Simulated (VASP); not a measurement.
## HgTe: single point with HSE06

Crystal: HgTe.

```
Hg Te
1.0
     3.79034    0.00000    0.00000
     0.00000    3.79034    0.00000
     0.00000    0.00000    3.79034
Hg Te
1 1
Direct
  0.00000 0.00000 0.00000
  0.50000 0.50000 0.50000
```

```json
{
 "Program": "VASP 6.6.1",
 "Task": "single point",
 "Functional": "HSE06",
 "Potentials or basis": "VASP PAW PBE potentials, release 64 (Hg, Te)",
 "Cutoff": "400 eV",
 "k mesh": "4 × 4 × 4",
 "Occupations": "fermi-dirac, width 0.001 eV",
 "Spin": "no spin polarisation",
 "Dipole correction": "no",
 "Grid for exact exchange (PRECFOCK)": "Normal",
 "Further INCAR settings": "ALGO = Normal; EDIFF = 1e-06; NBANDS = 16",
 "Share of exact exchange": "0.25",
 "Screening parameter": "0.2079 1/Å"
}
```

```
Pressure               : -1.3 GPa
Band gap on the k mesh : zero (bands 9 and 10 overlap by 1.76 eV)
```

Levels at points of the mesh, in eV from the Fermi level:
```tsv
k point	band 7	band 8	band 9	band 10	band 11	band 12
(0.00, 0.00, 0.00)	-2.08	-1.14	-1.14	-1.14	6.08	6.08
(0.50, 0.00, 0.00)	-6.27	0.61	0.61	2.99	3.44	6.25
(0.50, 0.50, 0.00)	-4.72	-4.72	-2.93	0.67	7.51	7.51
(0.50, 0.50, 0.50)	-2.02	-2.02	-2.02	-0.88	1.55	1.55
```

Run time: 7.8 min on 1 thread of AMD EPYC 7R43 64-Core Processor (Zen 3), on a shared host, peak memory 0.23 GiB.

Caveat: the k points lie up to 0.41 Å⁻¹ apart, too coarse for converged energies and pressures of a metal; the structure was generated, so it needn't be the stable form of HgTe; the PAW data sets were made with another functional, which shifts forces and pressure a little; spin-orbit coupling is left out, which moves the levels of the heavy elements.
